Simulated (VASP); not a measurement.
# Hf (P6_3/mmc) in VASP: a series of runs

Runs on Hf. Level: r2SCAN. Tasks: single point, relaxation of cell and atoms.

All numbers are computed with VASP 6.6.1; they aren't measurements. Logs are shortened: lines on timing, memory, paths and dates and some standing lists are left out, and cuts for length are marked.

## Step 1: The cell of the first run

It takes space group P6_3/mmc (No. 194, hexagonal). The conventional cell has a = 3.198 Å, b = 3.198 Å, c = 5.046 Å, α = 90.00°, β = 90.00°, γ = 120.00°. Hf (site symmetry -6m2) has 12 Hf at 3.13 to 3.20 Å within 4.1 Å.

## Step 2: Single point, r2SCAN

The input, POSCAR:

```
Hf
1.0
    3.1979213367      0.0000000000      0.0000000000
   -1.5989606683      2.7694811169      0.0000000000
    0.0000000000      0.0000000000      5.0463383813
Hf
2
Direct
    0.3333333333      0.6666666667      0.2500000000
    0.6666666667      0.3333333333      0.7500000000
```

The input, INCAR.step1:

```
PREC = Accurate
ENCUT = 520
ISMEAR = 0
SIGMA = 0.1
LREAL = F
LASPH = T
NELM = 60
NBANDS = 17
GGA = PE
ALGO = Normal
EDIFF = 1E-4
LWAVE = T
LCHARG = F
```

The input, INCAR.step2:

```
PREC = Accurate
ENCUT = 520
EDIFF = 1E-6
ISMEAR = 0
SIGMA = 0.1
LREAL = F
LASPH = T
NELM = 60
ALGO = Normal
ISIF = 2
LWAVE = F
LCHARG = T
METAGGA = R2SCAN
LMIXTAU = T
LELF = T
LVHAR = T
NBANDS = 17
ISTART = 1
```

The input, KPOINTS:

```
Automatic mesh
0
Gamma
  15 15 8
```

Potentials or basis: VASP PAW PBE potentials, release 64 (Hf_pv).

The run is started by

```bash
cat potpaw_PBE.64/Hf_pv/POTCAR > POTCAR
cp INCAR.step1 INCAR
mpirun -np 1 vasp_std > vasp.out
cp INCAR.step2 INCAR
mpirun -np 1 vasp_std > vasp.out
```

OUTCAR:

```text
PREC = Accurate
   ENCUT = 520
   EDIFF = 1E-6
   ISMEAR = 0
   LREAL = F
   LASPH = T
   NELM = 60
   ISIF = 2
   METAGGA = R2SCAN
   ISTART = 1

 ion  position               nearest neighbor table
   1  0.333  0.667  0.250-   2 3.13   2 3.13   2 3.13   2 3.13   2 3.13   2 3.13
   2  0.667  0.333  0.750-   1 3.13   1 3.13   1 3.13   1 3.13   1 3.13   1 3.13

  LATTYP: Found a hexagonal cell.
 ALAT       =     3.1979213367
 C/A-ratio  =     1.5780057888

  Lattice vectors:

 A1 = (   3.1979213367,   0.0000000000,   0.0000000000)
 A2 = (  -1.5989606683,   2.7694811169,   0.0000000000)
 A3 = (   0.0000000000,   0.0000000000,   5.0463383813)

Analysis of symmetry for initial positions (statically):
=====================================================================
 Subroutine PRICEL returns:
 Original cell was already a primitive cell.

 Routine SETGRP: Setting up the symmetry group for a
 hexagonal supercell.

 Subroutine GETGRP returns: Found 24 space group operations
 (whereof 12 operations were pure point group operations)
 out of a pool of 24 trial point group operations.

The static configuration has the point symmetry D_3d.
 The point group associated with its full space group is D_6h.

Analysis of symmetry for dynamics (positions and initial velocities):
=====================================================================
 Subroutine PRICEL returns:
 Original cell was already a primitive cell.

 Routine SETGRP: Setting up the symmetry group for a
 hexagonal supercell.

 Subroutine GETGRP returns: Found 24 space group operations
 (whereof 12 operations were pure point group operations)
 out of a pool of 24 trial point group operations.

The dynamic configuration has the point symmetry D_3d.
 The point group associated with its full space group is D_6h.

 Subroutine INISYM returns: Found 24 space group operations
 (whereof 12 operations are pure point group operations),
 and found     1 'primitive' translations

----------------------------------------------------------------------------------------

                                     Primitive cell

  volume of cell :      44.6933

  direct lattice vectors                    reciprocal lattice vectors
     3.197921337  0.000000000  0.000000000     0.312703126  0.180539234  0.000000000
    -1.598960668  2.769481117  0.000000000     0.000000000  0.361078468  0.000000000
     0.000000000  0.000000000  5.046338381     0.000000000  0.000000000  0.198163485

  length of vectors
     3.197921337  3.197921337  5.046338381     0.361078468  0.361078468  0.198163485

  position of ions in fractional coordinates (direct lattice)
     0.333333333  0.666666667  0.250000000
     0.666666667  0.333333333  0.750000000

  ion indices of the primitive-cell ions
   primitive index   ion index
                 1           1
                 2           2

----------------------------------------------------------------------------------------

 KPOINTS: Automatic mesh

Automatic generation of k-mesh.
 Grid dimensions read from file:
 generate k-points for:   15   15    8

 Generating k-lattice:

  Cartesian coordinates                     Fractional coordinates (reciprocal lattice)
     0.020846875  0.012035949  0.000000000     0.066666667  0.000000000  0.000000000
     0.000000000  0.024071898  0.000000000     0.000000000  0.066666667  0.000000000
     0.000000000  0.000000000  0.024770436     0.000000000  0.000000000  0.125000000

  Length of vectors
     0.024071898  0.024071898  0.024770436

  Shift w.r.t. Gamma in fractional coordinates (k-lattice)
     0.000000000  0.000000000  0.000000000

 Subroutine IBZKPT returns following result:
 ===========================================

 Found    135 irreducible k-points:

 Following reciprocal coordinates:
            Coordinates               Weight
  0.000000  0.000000  0.000000      1.000000
  0.066667  0.000000  0.000000      6.000000
  0.133333 -0.000000  0.000000      6.000000
  0.200000  0.000000  0.000000      6.000000
  0.266667 -0.000000  0.000000      6.000000
  0.333333  0.000000  0.000000      6.000000
[... 16 lines left out ...]
  0.333333  0.200000  0.000000     12.000000
  0.400000  0.200000  0.000000      6.000000
 [... further k-points ...]
   k-points           NKPTS =    135   k-points in BZ     NKDIM =    135   number of bands    NBANDS=     17
   number of dos      NEDOS =    301   number of ions     NIONS =      2
   total plane-waves  NPLWV =  23040
   dimension x,y,z NGX =    24 NGY =   24 NGZ =   40
   dimension x,y,z NGXF=    48 NGYF=   48 NGZF=   80
   ions per type =               2
   NGX,Y,Z   is equivalent  to a cutoff of  12.48, 12.48, 13.18 a.u.
   NGXF,Y,Z  is equivalent  to a cutoff of  24.95, 24.95, 26.36 a.u.
 SYSTEM =  unknown system
   PREC   = accura    normal or accurate (medium, high low for compatibility)
   ISTART =      1    job   : 0-new  1-cont  2-samecut
   ICHARG =      0    charge: 1-file 2-atom 10-const
   ISPIN  =      1    spin polarized calculation?
   LNONCOLLINEAR =      F non collinear calculations
   LSORBIT =      F    spin-orbit coupling
   LASPH  =      T    aspherical Exc in radial PAW
   ENCUT  =  520.0 eV  38.22 Ry    6.18 a.u.   5.95  5.95  9.38*2*pi/ulx,y,z
   NELM   =     60;   NELMIN=  2; NELMDL=  0     # of ELM steps
   EDIFF  = 0.1E-05   stopping-criterion for ELM
   LREAL  =      F    real-space projection
   EDIFFG = 0.1E-04   stopping-criterion for IOM
   NSW    =      0    number of steps for IOM
   IBRION =     -1    ionic relax: 0-MD 1-quasi-New 2-CG
   NFREE  =      0    steps in history (QN), initial steepest desc. (CG)
   ISIF   =      2    stress and relaxation
   ISYM   =      2    0-nonsym 1-usesym 2-fastsym
   POTIM  = 0.5000    time-step for ionic-motion
   TEBEG  =    0.0;   TEEND  =   0.0 temperature during run
   PSTRESS=    0.0 pullay stress
   NELECT =      20.0000    total number of electrons
   NUPDOWN=      -1.0000    fix difference up-down
   EMIN   =  10.00;   EMAX   =-10.00  energy-range for DOS
   EFERMI =   0.00;   METHOD = LEGACY
   ISMEAR =     0;   SIGMA  =   0.10  broadening in eV -4-tet -1-fermi 0-gaus
   EFERMI_NEDOS =   21; number of points for ismear=-14 and -15
   IALGO  =     38    algorithm
   IMIX   =      4    mixing-type and parameters
     AMIX     =   0.40;   BMIX     =  1.00
     AMIX_MAG =   1.60;   BMIX_MAG =  1.00
  volume/ion in A,a.u.               =      22.35       150.80
  Fermi-wavevector in a.u.,A,eV,Ry     =   1.252191  2.366298 21.333701  1.567983
  Thomas-Fermi vector in A             =   2.386103
   LORBIT       =      0    0 simple, 1 ext, 2 COOP (PROOUT), +10 PAW based schemes
   METAGGA = R2SCAN    functional components
   LHFCALC =     F    Hartree Fock is set to
   AEXX    =    0.0000 exact exchange contribution
   IVDW    =     0    specifies the selected vdW correction
   LEPSILON=     F    determine dielectric tensor
   LRPA    =     F    only Hartree local field effects (RPA)
 non-spin polarized calculation
 Gauss-broadening in eV      SIGMA  =   0.10
  energy-cutoff  :      520.00
  volume of cell :       44.69
 maximum number of plane-waves:      1236
 NGX is ok and might be reduce to    24
   NGX = 11   NGY = 11   NGZ = 19

 number of electron      20.0000003 magnetization

 Free energy of the ion-electron system (eV)
  ---------------------------------------------------
  ext. energy  EPLUGINS =         0.00000000
  ---------------------------------------------------
  free energy    TOTEN  =       -90.30629810 eV

  energy without entropy =      -90.30005180  energy(sigma->0) =      -90.30317495

 E-fermi :   4.8566     XC(G=0): -12.1590

 val. band max:        4.8219736216   @ k =   0.2667   0.2000   0.5000
 cond. band min:       4.8697006930   @ k =   0.3333   0.3333   0.2500
 fundamental gap:      0.0477270714
 Fermi energy:         4.8566151294

 k-point     1 :       0.0000    0.0000    0.0000
  band No.  band energies     occupation
      1     -27.4121      2.00000
      2     -26.6391      2.00000
      3     -26.6391      2.00000
      4     -26.5104      2.00000
      5     -26.5081      2.00000
      6     -26.5081      2.00000
[... 9 lines left out ...]
     16       7.7493      0.00000
     17      10.5002      0.00000

 k-point     2 :       0.0667    0.0000    0.0000
  band No.  band energies     occupation
      1     -27.4000      2.00000
      2     -26.6644      2.00000
      3     -26.6476      2.00000
      4     -26.5349      2.00000
      5     -26.5158      2.00000
      6     -26.5113      2.00000
[... 9 lines left out ...]
     16       7.6104      0.00000
     17      10.6125      0.00000

 k-point     3 :       0.1333   -0.0000    0.0000
  band No.  band energies     occupation
      1     -27.3649      2.00000
      2     -26.7364      2.00000
      3     -26.6714      2.00000
      4     -26.6095      2.00000
      5     -26.5323      2.00000
      6     -26.5210      2.00000
[... 9 lines left out ...]
     16       7.5365      0.00000
     17      10.8709      0.00000

 k-point     4 :       0.2000    0.0000    0.0000
  band No.  band energies     occupation
      1     -27.3098      2.00000
      2     -26.8425      2.00000
      3     -26.7159      2.00000
      4     -26.7050      2.00000
      5     -26.5599      2.00000
      6     -26.5364      2.00000
[... 9 lines left out ...]
     16       8.1224      0.00000
     17      11.1508      0.00000

 k-point     5 :       0.2667   -0.0000    0.0000
  band No.  band energies     occupation
      1     -27.2398      2.00000
      2     -26.9646      2.00000
      3     -26.8332      2.00000
      4     -26.7423      2.00000
      5     -26.5981      2.00000
      6     -26.5550      2.00000
[... 9 lines left out ...]
     16       8.8886      0.00000
     17      11.3808      0.00000

 k-point     6 :       0.3333    0.0000    0.0000
  band No.  band energies     occupation
      1     -27.1624      2.00000
      2     -27.0812      2.00000
      3     -26.9413      2.00000
      4     -26.7769      2.00000
      5     -26.6451      2.00000
      6     -26.5736      2.00000
[... 9 lines left out ...]
     16       9.7630      0.00000
     17      11.5403      0.00000

 k-point     7 :       0.4000   -0.0000    0.0000
  band No.  band energies     occupation
      1     -27.1718      2.00000
      2     -27.0884      2.00000
      3     -27.0233      2.00000
      4     -26.8034      2.00000
      5     -26.6951      2.00000
      6     -26.5885      2.00000
[... 9 lines left out ...]
     16      10.6356      0.00000
     17      11.6348      0.00000

 k-point     8 :       0.4667    0.0000    0.0000
  band No.  band energies     occupation
      1     -27.2212      2.00000
      2     -27.0674      2.00000
      3     -27.0375      2.00000
      4     -26.8177      2.00000
      5     -26.7329      2.00000
      6     -26.5968      2.00000
[... 9 lines left out ...]
     16      11.4860      0.00000
     17      11.6775      0.00000
[... 203 lines left out ...]
      1     -27.1486      2.00000
      2     -27.0624      2.00000
      3     -27.0201      2.00000
      4     -26.8408      2.00000
      5     -26.7136      2.00000
      6     -26.6495      2.00000
[... 9 lines left out ...]
     16      11.3396      0.00000
     17      11.4613      0.00000

 k-point    20 :       0.4000    0.1333    0.0000
  band No.  band energies     occupation
      1     -27.1930      2.00000
      2     -27.0437      2.00000
      3     -27.0100      2.00000
      4     -26.8681      2.00000
      5     -26.7540      2.00000
      6     -26.6609      2.00000
[... 9 lines left out ...]
     16      11.3615      0.00000
     17      12.1219      0.00000

 k-point    21 :       0.2000    0.2000    0.0000
  band No.  band energies     occupation
      1     -27.1421      2.00000
      2     -27.0171      2.00000
      3     -26.9988      2.00000
      4     -26.7791      2.00000
      5     -26.6579      2.00000
      6     -26.6501      2.00000
[... 9 lines left out ...]
     16      10.5064      0.00000
     17      11.1886      0.00000

 k-point    22 :       0.2667    0.2000    0.0000
  band No.  band energies     occupation
      1     -27.0954      2.00000
      2     -27.0684      2.00000
      3     -27.0241      2.00000
      4     -26.8380      2.00000
      5     -26.7089      2.00000
      6     -26.6927      2.00000
[... 9 lines left out ...]
     16      11.1707      0.00000
     17      11.4342      0.00000

 k-point    23 :       0.3333    0.2000    0.0000
  band No.  band energies     occupation
      1     -27.1482      2.00000
      2     -27.0247      2.00000
      3     -27.0013      2.00000
      4     -26.8958      2.00000
      5     -26.7607      2.00000
      6     -26.7199      2.00000
[... 9 lines left out ...]
     16      11.1550      0.00000
     17      12.0424      0.00000

 k-point    24 :       0.4000    0.2000    0.0000
  band No.  band energies     occupation
      1     -27.1666      2.00000
      2     -27.0178      2.00000
      3     -26.9687      2.00000
      4     -26.9238      2.00000
      5     -26.7878      2.00000
      6     -26.7292      2.00000
[... 9 lines left out ...]
     16      11.1485      0.00000
     17      11.6261      0.00000

 [... further k-points ...]

------------------------ aborting loop because EDIFF is reached ----------------------------------------

  FORCE on cell =-STRESS in cart. coord.  units (eV):
  Direction    XX          YY          ZZ          XY          YZ          ZX
  --------------------------------------------------------------------------------------
  -------------------------------------------------------------------------------------
  Total       -0.1491231     -0.1491231     -0.1843318     -0.0000000      0.0000000      0.0000000
  in kB       -5.3458042     -5.3458042     -6.6079731     -0.0000000      0.0000000      0.0000000
  external PRESSURE =      -5.7665272 kB  Pullay stress =       0.0000000 kB

 VOLUME and BASIS-vectors are now :
 -----------------------------------------------------------------------------
  energy-cutoff  :      520.00
  volume of cell :       44.69
      direct lattice vectors                 reciprocal lattice vectors
     3.197921337  0.000000000  0.000000000     0.312703126  0.180539234  0.000000000
    -1.598960668  2.769481117  0.000000000     0.000000000  0.361078468  0.000000000
     0.000000000  0.000000000  5.046338381     0.000000000  0.000000000  0.198163485

 POSITION                                       TOTAL-FORCE (eV/Angst)
 -----------------------------------------------------------------------------------
     -0.00000      1.84632      1.26158        -0.000000      0.000000      0.000000
      1.59896      0.92316      3.78475         0.000000     -0.000000      0.000000
 -----------------------------------------------------------------------------------
    total drift:                               -0.000000      0.000000     -0.000000

  FREE ENERGIE OF THE ION-ELECTRON SYSTEM (eV)
  ---------------------------------------------------
  free  energy   TOTEN  =       -90.3062980985 eV

  energy  without entropy=      -90.3000517954  energy(sigma->0) =      -90.30317495
```

Wall time 2.2 min (1 thread of Intel Xeon 6975P-C (Granite Rapids), shared host); peak memory 0.22 GiB.

What came out:

```yaml
Free_energy: -90.3063 eV
Pressure: -0.6 GPa
Band_gap_on_the_k_mesh: zero (bands 10 and 11 overlap by 1.75 eV)
```

Caveat: the PAW data sets were made with another functional, which shifts forces and pressure a little; spin-orbit coupling is left out, which moves the levels of the heavy elements.

## Step 3: Relaxation of cell and atoms, r2SCAN

This run uses another cell than the first one, of 22.26 Å³/atom.

The input, POSCAR:

```
Hf
1.0
    3.1923846315      0.0000000000      0.0000000000
   -1.5961923157      2.7646861895      0.0000000000
    0.0000000000      0.0000000000      5.0450416400
Hf
2
Direct
    0.3333333300      0.6666666700      0.2500000000
    0.6666666700      0.3333333300      0.7500000000
```

The input, INCAR.step1:

```
SYSTEM = Hf
PREC     = Accurate       ! precision mode
ENCUT    = 600            ! plane-wave cutoff, eV
ISMEAR   = 0              ! smearing method
SIGMA    = 0.1            ! smearing width, eV
LREAL    = .False.        ! projectors in reciprocal space
LASPH    = .True.         ! aspherical terms in the spheres
NELM     = 100            ! most SCF steps
GGA      = PE             ! functional
ALGO     = Normal         ! electronic algorithm
EDIFF    = 1E-4           ! SCF threshold, eV
LWAVE    = .True.         ! write WAVECAR
LCHARG   = .False.        ! write CHGCAR
```

The input, INCAR.step2:

```
SYSTEM = Hf
PREC     = Accurate       ! precision mode
ENCUT    = 600            ! plane-wave cutoff, eV
EDIFF    = 1E-6           ! SCF threshold, eV
ISMEAR   = 0              ! smearing method
SIGMA    = 0.1            ! smearing width, eV
LREAL    = .False.        ! projectors in reciprocal space
LASPH    = .True.         ! aspherical terms in the spheres
NELM     = 100            ! most SCF steps
ALGO     = Normal         ! electronic algorithm
ISIF     = 3              ! what is computed and relaxed
LWAVE    = .False.        ! write WAVECAR
LCHARG   = .False.        ! write CHGCAR
METAGGA  = R2SCAN         ! meta-GGA
LMIXTAU  = .True.       
IBRION   = 2              ! ionic algorithm
NSW      = 100            ! ionic steps
EDIFFG   = -0.005         ! ionic threshold
ISTART   = 1
```

The input, KPOINTS:

```
Automatic mesh
0
Gamma
  15 15 8
  0 0 0
```

Potentials or basis: VASP PAW PBE potentials, release 64 (Hf_pv).

The run is started by

```bash
cat potpaw_PBE.64/Hf_pv/POTCAR > POTCAR
cp INCAR.step1 INCAR
mpirun -np 1 vasp_std > vasp.out
cp INCAR.step2 INCAR
mpirun -np 1 vasp_std > vasp.out
```

Run time: 8.8 min. Hardware: 1 thread of AMD EPYC 9R45 (Zen 5), shared host; peak memory 0.23 GiB.

The run converged. Its results:

| Item | Value |
| --- | --- |
| Free energy | -90.3069 eV |
| Relaxed volume | 22.23 Å³/atom |
| Relaxed cell | a = 3.194 Å, b = 3.194 Å, c = 5.034 Å, α = 90.00°, β = 90.00°, γ = 120.00° |
| Space group after relaxing (to 0.1 Å) | P6_3/mmc (No. 194) |
| Energy gained by relaxing | 0.1 meV/atom |
| Ionic steps | 4 |
| Pressure after relaxing | 0.0 GPa |
| Band gap on the k mesh | zero (bands 10 and 11 overlap by 1.75 eV) |

Step by step:
```csv
step,energy change (eV),largest force (eV/Å),pressure (GPa),volume (Å³)
1,0.0000,0.0000,-0.18,44.53
2,-0.0001,0.0000,0.22,44.37
3,-0.0001,0.0000,0.06,44.43
4,-0.0001,0.0000,-0.01,44.46
```

Final structure:
```
CELL_PARAMETERS angstrom
3.19356 0.00000 0.00000
-1.59678 2.76570 0.00000
0.00000 0.00000 5.03371
ATOMIC_POSITIONS crystal
Hf 0.33333 0.66667 0.25000
Hf 0.66667 0.33333 0.75000
```

Levels at points of the mesh, in eV from the Fermi level:
| k point | band 7 | band 8 | band 9 | band 10 | band 11 | band 12 | band 13 | band 14 |
| --- | --- | --- | --- | --- | --- | --- | --- | --- |
| (0.00, 0.00, 0.00) | -7.79 | -3.87 | 0.44 | 1.31 | 1.31 | 1.66 | 2.20 | 2.20 |
| (0.00, 0.00, 0.50) | -5.71 | -5.71 | 0.15 | 0.15 | 1.20 | 1.20 | 1.20 | 1.20 |

Caveat: the PAW data sets were made with another functional, which shifts forces and pressure a little; spin-orbit coupling is left out, which moves the levels of the heavy elements.
